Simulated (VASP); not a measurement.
# MoS2 (P3m1) in VASP: a series of runs, part 2 of 2

VASP 6.6.1.

## Step 3: Single point, PBE+D3(BJ) (all S atoms moved +0.062 Å, as atom 2 along Cartesian [0 0 1])

File INCAR:

```
PREC = Accurate ; ENCUT = 520
EDIFF = 1E-6 ; ISMEAR = 0
SIGMA = 0.05 ; LREAL = False
LASPH = True ; NELM = 80
ALGO = Normal ; ISIF = 2
LWAVE = False ; LCHARG = False
GGA = PE ; IVDW = 12
NBANDS = 20
```

File KPOINTS:

```
Automatic mesh
0
Gamma
  12 12 4
```

File POSCAR:

```
MoS2
1.0
    3.1497239970      0.0000000000      0.0000000000
   -1.5748619985      2.7277409963      0.0000000000
    0.0000000000      0.0000000000      6.6475426602
Mo S
1 2
Direct
    0.0000000000      0.0000000000      0.0000000000
    0.3333333333      0.6666666667      0.2450712079
    0.3333333333      0.6666666667      0.7737327331
```

Potentials or basis: VASP PAW PBE potentials, release 64 (Mo_sv, S).

The run is started by

```sh
$ cat potpaw_PBE.64/Mo_sv/POTCAR potpaw_PBE.64/S/POTCAR > POTCAR
$ mpirun -np 1 vasp_std > vasp.out
```

OUTCAR:

```text
PREC = Accurate
   ENCUT = 520
   EDIFF = 1E-6
   ISMEAR = 0
   LREAL = False
   LASPH = True
   NELM = 80
   ISIF = 2
   GGA = PE
   IVDW = 12
 IVDW          = 12

 ion  position               nearest neighbor table
   1  0.000  0.000  0.000-   3 2.36   3 2.36   3 2.36   2 2.44   2 2.44   2 2.44
   2  0.333  0.667  0.245-   1 2.44   1 2.44   1 2.44
   3  0.333  0.667  0.774-   1 2.36   1 2.36   1 2.36

  LATTYP: Found a hexagonal cell.
 ALAT       =     3.1497239970
 C/A-ratio  =     2.1105159266

  Lattice vectors:

 A1 = (   3.1497239970,   0.0000000000,   0.0000000000)
 A2 = (  -1.5748619985,   2.7277409963,   0.0000000000)
 A3 = (   0.0000000000,   0.0000000000,   6.6475426602)

Analysis of symmetry for initial positions (statically):
=====================================================================
 Subroutine PRICEL returns:
 Original cell was already a primitive cell.

 Routine SETGRP: Setting up the symmetry group for a
 hexagonal supercell.

 Subroutine GETGRP returns: Found  6 space group operations
 (whereof  6 operations were pure point group operations)
 out of a pool of 24 trial point group operations.

The static configuration has the point symmetry C_3v.

Analysis of symmetry for dynamics (positions and initial velocities):
=====================================================================
 Subroutine PRICEL returns:
 Original cell was already a primitive cell.

 Routine SETGRP: Setting up the symmetry group for a
 hexagonal supercell.

 Subroutine GETGRP returns: Found  6 space group operations
 (whereof  6 operations were pure point group operations)
 out of a pool of 24 trial point group operations.

The dynamic configuration has the point symmetry C_3v.

 Subroutine INISYM returns: Found  6 space group operations
 (whereof  6 operations are pure point group operations),
 and found     1 'primitive' translations

----------------------------------------------------------------------------------------

                                     Primitive cell

  volume of cell :      57.1132

  direct lattice vectors                    reciprocal lattice vectors
     3.149723997  0.000000000  0.000000000     0.317488136  0.183301861  0.000000000
    -1.574861999  2.727740996  0.000000000     0.000000000  0.366603721  0.000000000
     0.000000000  0.000000000  6.647542660     0.000000000  0.000000000  0.150431528

  length of vectors
     3.149723997  3.149723997  6.647542660     0.366603721  0.366603721  0.150431528

  position of ions in fractional coordinates (direct lattice)
     0.000000000  0.000000000  0.000000000
     0.333333333  0.666666667  0.245071208
     0.333333333  0.666666667  0.773732733

  ion indices of the primitive-cell ions
   primitive index   ion index
                 1           1
                 2           2
                 3           3

----------------------------------------------------------------------------------------

 KPOINTS: Automatic mesh

Automatic generation of k-mesh.
 Grid dimensions read from file:
 generate k-points for:   12   12    4

 Generating k-lattice:

  Cartesian coordinates                     Fractional coordinates (reciprocal lattice)
     0.026457345  0.015275155  0.000000000     0.083333333  0.000000000  0.000000000
     0.000000000  0.030550310  0.000000000     0.000000000  0.083333333  0.000000000
     0.000000000  0.000000000  0.037607882     0.000000000  0.000000000  0.250000000

  Length of vectors
     0.030550310  0.030550310  0.037607882

  Shift w.r.t. Gamma in fractional coordinates (k-lattice)
     0.000000000  0.000000000  0.000000000

 Subroutine IBZKPT returns following result:
 ===========================================

 Found     69 irreducible k-points:

 Following reciprocal coordinates:
            Coordinates               Weight
  0.000000  0.000000  0.000000      1.000000
  0.083333 -0.000000  0.000000      6.000000
  0.166667  0.000000  0.000000      6.000000
  0.250000 -0.000000  0.000000      6.000000
  0.333333  0.000000  0.000000      6.000000
  0.416667 -0.000000  0.000000      6.000000
[... 16 lines left out ...]
  0.166667  0.000000  0.250000      6.000000
  0.000000  0.166667  0.250000      6.000000
 [... further k-points ...]
   k-points           NKPTS =     69   k-points in BZ     NKDIM =     69   number of bands    NBANDS=     20
   number of dos      NEDOS =    301   number of ions     NIONS =      3
   total plane-waves  NPLWV =  28800
   dimension x,y,z NGX =    24 NGY =   24 NGZ =   50
   dimension x,y,z NGXF=    48 NGYF=   48 NGZF=  100
   ions per type =               1   2
   NGX,Y,Z   is equivalent  to a cutoff of  12.67, 12.67, 12.50 a.u.
   NGXF,Y,Z  is equivalent  to a cutoff of  25.33, 25.33, 25.01 a.u.
 SYSTEM =  unknown system
   PREC   = accura    normal or accurate (medium, high low for compatibility)
   ISTART =      0    job   : 0-new  1-cont  2-samecut
   ICHARG =      2    charge: 1-file 2-atom 10-const
   ISPIN  =      1    spin polarized calculation?
   LNONCOLLINEAR =      F non collinear calculations
   LSORBIT =      F    spin-orbit coupling
   LASPH  =      T    aspherical Exc in radial PAW
   ENCUT  =  520.0 eV  38.22 Ry    6.18 a.u.   5.86  5.86 12.36*2*pi/ulx,y,z
   NELM   =     80;   NELMIN=  2; NELMDL= -5     # of ELM steps
   EDIFF  = 0.1E-05   stopping-criterion for ELM
   LREAL  =      F    real-space projection
   EDIFFG = 0.1E-04   stopping-criterion for IOM
   NSW    =      0    number of steps for IOM
   IBRION =     -1    ionic relax: 0-MD 1-quasi-New 2-CG
   NFREE  =      0    steps in history (QN), initial steepest desc. (CG)
   ISIF   =      2    stress and relaxation
   ISYM   =      2    0-nonsym 1-usesym 2-fastsym
   POTIM  = 0.5000    time-step for ionic-motion
   TEBEG  =    0.0;   TEEND  =   0.0 temperature during run
   PSTRESS=    0.0 pullay stress
   NELECT =      26.0000    total number of electrons
   NUPDOWN=      -1.0000    fix difference up-down
   EMIN   =  10.00;   EMAX   =-10.00  energy-range for DOS
   EFERMI =   0.00;   METHOD = LEGACY
   ISMEAR =     0;   SIGMA  =   0.05  broadening in eV -4-tet -1-fermi 0-gaus
   EFERMI_NEDOS =   21; number of points for ismear=-14 and -15
   IALGO  =     38    algorithm
   IMIX   =      4    mixing-type and parameters
     AMIX     =   0.40;   BMIX     =  1.00
     AMIX_MAG =   1.60;   BMIX_MAG =  1.00
  volume/ion in A,a.u.               =      19.04       128.47
  Fermi-wavevector in a.u.,A,eV,Ry     =   1.259371  2.379866 21.579049  1.586015
  Thomas-Fermi vector in A             =   2.392934
   LORBIT       =      0    0 simple, 1 ext, 2 COOP (PROOUT), +10 PAW based schemes
   GGA     = PE    functional components
   LHFCALC =     F    Hartree Fock is set to
   AEXX    =    0.0000 exact exchange contribution
   IVDW    =    12    specifies the selected vdW correction
   LEPSILON=     F    determine dielectric tensor
   LRPA    =     F    only Hartree local field effects (RPA)
 non-spin polarized calculation
 Gauss-broadening in eV      SIGMA  =   0.05
  energy-cutoff  :      520.00
  volume of cell :       57.11
 maximum number of plane-waves:      1552
   NGX = 11   NGY = 11   NGZ = 25

 number of electron      26.0000001 magnetization

 Free energy of the ion-electron system (eV)
  ---------------------------------------------------
  ext. energy  EPLUGINS =         0.00000000
  ---------------------------------------------------
  free energy    TOTEN  =       -21.73827914 eV

  energy without entropy =      -21.73827914  energy(sigma->0) =      -21.73827914

 E-fermi :   6.7968     XC(G=0): -10.3010

 val. band max:        6.5156334838   @ k =   0.0000   0.0000   0.5000
 cond. band min:       7.6509724506   @ k =   0.1667   0.1667   0.0000
 fundamental gap:      1.1353389669
 Fermi energy:         6.7968422565

 k-point     1 :       0.0000    0.0000    0.0000
  band No.  band energies     occupation
      1     -54.7747      2.00000
      2     -28.9419      2.00000
      3     -28.6961      2.00000
      4     -28.6961      2.00000
      5      -8.1981      2.00000
      6      -6.7343      2.00000
[... 12 lines left out ...]
     19      14.1696      0.00000
[... 513 lines left out ...]
      4     -28.7201      2.00000
      5      -7.7363      2.00000
      6      -6.6527      2.00000
[... 12 lines left out ...]
     19      14.9146      0.00000
     20      16.0695      0.00000

 [... further k-points ...]

------------------------ aborting loop because EDIFF is reached ----------------------------------------

 Edisp (eV)   -1.19263

 E8    (eV) :    -0.4817

  FORCE on cell =-STRESS in cart. coord.  units (eV):
  Direction    XX          YY          ZZ          XY          YZ          ZX
  --------------------------------------------------------------------------------------
  -------------------------------------------------------------------------------------
  Total       0.09037     0.09037     0.03636     0.00000    -0.00000    -0.00000
  in kB       2.53523     2.53523     1.01998     0.00000    -0.00000    -0.00000
  external pressure =        2.03 kB  Pullay stress =        0.00 kB

 VOLUME and BASIS-vectors are now :
 -----------------------------------------------------------------------------
  energy-cutoff  :      520.00
  volume of cell :       57.11
      direct lattice vectors                 reciprocal lattice vectors
     3.149723997  0.000000000  0.000000000     0.317488136  0.183301861  0.000000000
    -1.574861999  2.727740996  0.000000000     0.000000000  0.366603721  0.000000000
     0.000000000  0.000000000  6.647542660     0.000000000  0.000000000  0.150431528

 POSITION                                       TOTAL-FORCE (eV/Angst)
 -----------------------------------------------------------------------------------
      0.00000      0.00000      0.00000         0.000000      0.000000      1.903152
     -0.00000      1.81849      1.62912         0.000000     -0.000000     -0.892435
     -0.00000      1.81849      5.14342        -0.000000      0.000000     -1.010717
 -----------------------------------------------------------------------------------
    total drift:                                0.000000     -0.000000      0.000172

  FREE ENERGIE OF THE ION-ELECTRON SYSTEM (eV)
  ---------------------------------------------------
  free  energy   TOTEN  =       -22.9309059184 eV

  energy  without entropy=      -22.9309059184  energy(sigma->0) =      -22.93090592
```

OSZICAR:

```text
N       E                     dE             d eps       ncg     rms          rms(c)
DAV:   1     0.183597878109E+03    0.18360E+03   -0.13380E+04  2776   0.122E+03
DAV:   2    -0.153541152773E+02   -0.19895E+03   -0.19328E+03  3352   0.313E+02
DAV:   3    -0.230949720472E+02   -0.77409E+01   -0.76701E+01  3376   0.576E+01
DAV:   4    -0.231980415059E+02   -0.10307E+00   -0.10301E+00  3404   0.699E+00
DAV:   5    -0.231998377885E+02   -0.17963E-02   -0.17962E-02  3536   0.887E-01    0.247E+01
DAV:   6    -0.221308184624E+02    0.10690E+01   -0.10503E+01  2968   0.196E+01    0.904E+00
DAV:   7    -0.218554614668E+02    0.27536E+00   -0.41858E+00  2856   0.115E+01    0.604E+00
DAV:   8    -0.217377849670E+02    0.11768E+00   -0.61890E-01  3136   0.473E+00    0.182E+00
DAV:   9    -0.217393639155E+02   -0.15789E-02   -0.27229E-02  3256   0.101E+00    0.674E-01
DAV:  10    -0.217380693257E+02    0.12946E-02   -0.77720E-03  3200   0.581E-01    0.172E-01
DAV:  11    -0.217382582057E+02   -0.18888E-03   -0.56236E-04  3200   0.152E-01    0.108E-01
DAV:  12    -0.217382454675E+02    0.12738E-04   -0.69625E-05  3292   0.474E-02    0.322E-02
DAV:  13    -0.217382794118E+02   -0.33944E-04   -0.46389E-05  2968   0.364E-02    0.206E-02
DAV:  14    -0.217382791394E+02    0.27233E-06   -0.37014E-06  3044   0.119E-02
   1 F= -.22930906E+02 E0= -.22930906E+02  d E =-.896710E-18
```

Run time: 2 min. Hardware: 1 thread of Intel Xeon 8259CL, shared host; peak memory 0.23 GiB.

Results:

* Free energy: -22.9309 eV
* Pressure: 0.2 GPa
* Largest force: 1.903 eV/Å
* Band gap on the k mesh: 1.14 eV (least direct gap 1.76 eV)
* Dispersion energy per atom: -0.398 eV

Forces in eV/Å, atoms in the order of the input:
```
Mo   0.000  0.000  1.903
S    0.000  0.000 -0.892
S    0.000  0.000 -1.011
```

Stress tensor (GPa, compression positive):
```
0.25 0.00 0.00
0.00 0.25 0.00
0.00 0.00 0.10
```

Caveat: the cell differs from its parent crystal (all S atoms moved +0.062 Å, as atom 2 along Cartesian [0 0 1]); forces of over 1 eV/Å act on the atoms, so gaps and moduli don't describe the material at rest. A k mesh can miss the band edges.

## Step 4: Single point, PBE+D3(BJ) (all S atoms moved +0.037 Å, as atom 2 along Cartesian [0 0 1])

File INCAR:

```
PREC = Accurate
ENCUT = 520
EDIFF = 1E-6
ISMEAR = 0
SIGMA = 0.05
LREAL = False
LASPH = True
NELM = 80
ALGO = Normal
ISIF = 2
LWAVE = False
LCHARG = False
GGA = PE
IVDW = 12
NBANDS = 20
```

File KPOINTS:

```
regular mesh
0
Gamma
  12 12 4
```

File POSCAR:

```
MoS2
1.0
    3.1497239970      0.0000000000      0.0000000000
   -1.5748619985      2.7277409963      0.0000000000
    0.0000000000      0.0000000000      6.6475426602
Mo S
1 2
Direct
    0.0000000000      0.0000000000      0.0000000000
    0.3333333333      0.6666666667      0.2413104197
    0.3333333333      0.6666666667      0.7699719449
```

The run is started by

```sh
$ cat potpaw_PBE.64/Mo_sv/POTCAR potpaw_PBE.64/S/POTCAR > POTCAR
$ mpirun -np 1 vasp_std > vasp.out
```

It took 1.9 min on 1 thread of Intel Xeon 8259CL, shared host; peak memory 0.23 GiB.

The run converged. Its results:

```
Free energy                : -22.9690 eV
Pressure                   : 0.0 GPa
Largest force              : 1.143 eV/Å
Band gap on the k mesh     : 1.19 eV (least direct gap 1.76 eV)
Dispersion energy per atom : -0.398 eV
```

Forces on the atoms (eV/Å):
```
Mo   0.000  0.000  1.143
S    0.000  0.000 -0.558
S    0.000  0.000 -0.585
```

Stress tensor (GPa, compression positive):
```
 0.02  0.00  0.00
 0.00  0.02  0.00
 0.00  0.00 -0.07
```

Levels at points of the mesh, in eV from the valence-band top:
| k point | band 11 | band 12 | band 13 | band 14 | band 15 | band 16 |
| --- | --- | --- | --- | --- | --- | --- |
| (0.00, 0.00, 0.00) | -1.86 | -1.56 | -0.88 | 2.37 | 2.37 | 2.66 |
| (0.50, 0.00, 0.00) | -2.00 | -1.38 | -1.29 | 1.92 | 2.31 | 3.82 |
| (0.00, 0.00, 0.50) | -1.88 | -1.88 | 0.00 | 2.33 | 2.33 | 2.73 |
| (0.50, 0.00, 0.50) | -2.83 | -1.30 | -0.87 | 1.94 | 2.50 | 3.17 |

Caveat: the cell differs from its parent crystal (all S atoms moved +0.037 Å, as atom 2 along Cartesian [0 0 1]); forces of over 1 eV/Å act on the atoms, so gaps and moduli don't describe the material at rest. A k mesh can miss the band edges.

## Step 5: Single point, PBE+D3(BJ) (all S atoms moved +0.013 Å, as atom 2 along Cartesian [0 0 1])

File INCAR:

```
PREC = Accurate
ENCUT = 520
EDIFF = 1E-6
ISMEAR = 0
SIGMA = 0.05
LREAL = F
LASPH = T
NELM = 100
ALGO = Normal
ISIF = 2
LWAVE = F
LCHARG = F
GGA = PE
IVDW = 12
NBANDS = 20
```

File KPOINTS:

```
Automatic mesh
0
Gamma
  12 12 4
```

File POSCAR:

```
MoS2
1.0
    3.1497239970      0.0000000000      0.0000000000
   -1.5748619985      2.7277409963      0.0000000000
    0.0000000000      0.0000000000      6.6475426602
Mo S
1 2
Direct
    0.0000000000      0.0000000000      0.0000000000
    0.3333333333      0.6666666667      0.2375496315
    0.3333333333      0.6666666667      0.7662111567
```

The run is started by

```sh
$ cat potpaw_PBE.64/Mo_sv/POTCAR potpaw_PBE.64/S/POTCAR > POTCAR
$ mpirun -np 1 vasp_std > vasp.out
```

Run time: 1.9 min. Hardware: 1 thread of Intel Xeon 8259CL, shared host; peak memory 0.23 GiB.

Results (log left out):

```
Free energy                : -22.9881 eV
Pressure                   : -0.1 GPa
Largest force              : 0.381 eV/Å
Band gap on the k mesh     : 1.21 eV (least direct gap 1.76 eV)
Dispersion energy per atom : -0.398 eV
```

Forces in eV/Å, atoms in the order of the input:
```
Mo   0.000  0.000  0.381
S    0.000  0.000 -0.200
S    0.000  0.000 -0.182
```

Levels at points of the mesh, in eV from the valence-band top:
| k point | band 9 | band 10 | band 11 | band 12 | band 13 | band 14 | band 15 | band 16 | band 17 | band 18 |
| --- | --- | --- | --- | --- | --- | --- | --- | --- | --- | --- |
| (0.00, 0.00, 0.00) | -3.01 | -1.87 | -1.87 | -1.50 | -0.92 | 2.44 | 2.44 | 2.61 | 2.61 | 5.81 |
| (0.50, 0.00, 0.00) | -4.78 | -3.58 | -1.98 | -1.37 | -1.29 | 1.93 | 2.33 | 3.84 | 4.05 | 5.19 |
| (0.00, 0.00, 0.50) | -3.00 | -3.00 | -1.88 | -1.88 | 0.00 | 2.38 | 2.38 | 2.71 | 2.71 | 6.05 |
| (0.50, 0.00, 0.50) | -4.38 | -3.61 | -2.82 | -1.30 | -0.86 | 1.95 | 2.52 | 3.18 | 3.86 | 6.57 |

Caveat: the cell differs from its parent crystal (all S atoms moved +0.013 Å, as atom 2 along Cartesian [0 0 1]).

## Step 6: The runs side by side

```tsv
cell	gap on the mesh (eV)	pressure (GPa)	largest force (eV/Å)
as given, atomic positions A	1.06	0.5	2.66
as given, atomic positions B	1.14	0.2	1.90
as given, atomic positions C	1.19	0.0	1.14
as given, atomic positions D	1.21	-0.1	0.38
```

Alike in all rows: task single point; level PBE+D3(BJ); potentials or basis VASP PAW PBE potentials, release 64 (Mo_sv, S); no spin polarisation; k mesh 12 × 12 × 4; cutoff (eV) 520; smearing gaussian 0.05 eV.

Caveats: forces of over 1 eV/Å act on the atoms, so gaps and moduli don't describe the material at rest (at least some runs).

Absolute energies hang on the potentials; compare differences alone.
